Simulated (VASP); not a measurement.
Input of a VASP 6.6.1 run:

Contents of INCAR:

```
PREC = Accurate
ENCUT = 520
EDIFF = 1E-6
ISMEAR = 0
SIGMA = 0.1
LREAL = False
LASPH = True
NELM = 60
ALGO = Normal
ISIF = 2
LWAVE = False
LCHARG = False
GGA = PE
NBANDS = 10
```

File KPOINTS:

```
regular mesh
0
Gamma
  18 18 18
```

File POSCAR:

```
Ir
1.0
    0.0000000000      1.9351816027      1.9351816027
    1.9351816027      0.0000000000      1.9351816027
    1.9351816027      1.9351816027      0.0000000000
Ir
1
Direct
    0.0000000000      0.0000000000      0.0000000000
```

Potentials or basis: VASP PAW PBE potentials, release 64 (Ir).

Command:

```console
$ cat potpaw_PBE.64/Ir/POTCAR > POTCAR
$ mpirun -np 1 vasp_std > vasp.out
```

Q: What does it give for the pressure?

A: 0.6 GPa.
